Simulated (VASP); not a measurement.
AgBiSeS: single point with LDA

Crystal: AgBiSeS.

```
CELL_PARAMETERS angstrom
3.92409 0.00000 0.00000
0.00000 3.92409 0.00000
0.00000 0.00000 5.71855
ATOMIC_POSITIONS crystal
Ag 0.00000 0.00000 0.00000
Bi 0.50000 0.50000 0.50000
Se 0.50000 0.50000 0.00000
S 0.00000 0.00000 0.50000
```

```json
{"Program": "VASP 6.6.1", "Task": "single point", "Functional": "LDA", "Potentials or basis": "VASP PAW LDA potentials, release 64 (Ag, Bi_d, Se, S)", "Cutoff": "520 eV", "k mesh": "12 × 12 × 8", "Occupations": "gaussian, width 0.1 eV", "Spin": "no spin polarisation"}
```

The pressure is 0.1 GPa and the band gap on the k mesh is zero (bands 19 and 20 overlap by 0.48 eV).

Levels at points of the mesh, in eV from the Fermi level:
```csv
k point,band 17,band 18,band 19,band 20,band 21,band 22
"(0.00, 0.00, 0.00)",-2.07,-1.61,-1.61,0.80,3.44,4.54
"(0.50, 0.00, 0.00)",-2.74,-1.46,-0.36,-0.28,1.39,4.24
"(0.50, 0.50, 0.00)",-3.31,-3.18,-3.09,0.64,4.10,4.10
"(0.00, 0.00, 0.50)",-1.87,-1.84,-1.84,0.59,3.25,3.50
"(0.50, 0.00, 0.50)",-0.74,-0.42,-0.14,-0.05,0.00,0.64
"(0.50, 0.50, 0.50)",-3.25,-2.35,-1.10,0.60,3.02,4.68
```

Wall time 3.6 min on 1 thread of Intel(R) Xeon(R) Platinum 8488C (Sapphire Rapids) (shared host), peak memory 0.45 GiB.

Caveat: spin-orbit coupling is left out, which moves the levels of the heavy elements.
